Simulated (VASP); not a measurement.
**PbS: single point with r2SCAN+D3(BJ)**

Crystal: PbS.

```
Pb S
1.0
     3.40638    0.00000    0.00000
     0.00000    3.40638    0.00000
     0.00000    0.00000    3.40638
Pb S
1 1
Cartesian
  0.0000 0.0000 0.0000
  1.7032 1.7032 1.7032
```

This cell differs from its parent crystal: volume scaled by 0.840.

```
Program                : VASP 6.6.1
Task                   : single point
Functional             : r2SCAN
Dispersion             : D3(BJ)
Potentials or basis    : VASP PAW PBE potentials, release 64 (Pb_d, S)
Cutoff                 : 550 eV
k mesh                 : 10 × 10 × 10
Occupations            : gaussian, width 0.05 eV
Spin                   : no spin polarisation
Dipole correction      : no
Further INCAR settings : ALGO = Normal; EDIFF = 1e-06; NBANDS = 17
```

* Pressure: 16.2 GPa
* Band gap on the k mesh: zero (band 10 reaches 9.24 eV, above the bottom of band 11 at 7.75 eV)
* Dispersion energy per atom: -0.218 eV

Levels at points of the mesh, in eV from the Fermi level:
```
           k point  band 7  band 8  band 9  band 10  band 11  band 12  band 13  band 14
(0.00, 0.00, 0.00)   -6.24   -2.49   -2.49    -2.49     5.56     5.56     8.59     8.59
(0.50, 0.00, 0.00)  -10.46   -0.91   -0.91     0.44     0.89     4.39     4.39     6.45
(0.50, 0.50, 0.00)   -7.65   -6.12   -6.12    -0.75     5.30     5.30     7.57     8.03
(0.50, 0.50, 0.50)   -5.57   -3.42   -3.42    -3.42    -1.06    -1.06    -1.06    17.09
```

It took 2.2 min on 1 thread of AMD EPYC 9R45 (Zen 5), on a shared host, peak memory 0.16 GiB.

Caveat: the PAW data sets were made with another functional, which shifts forces and pressure a little; spin-orbit coupling is left out, which moves the levels of the heavy elements; pairwise dispersion overbinds metals, which lowers pressure and volume.
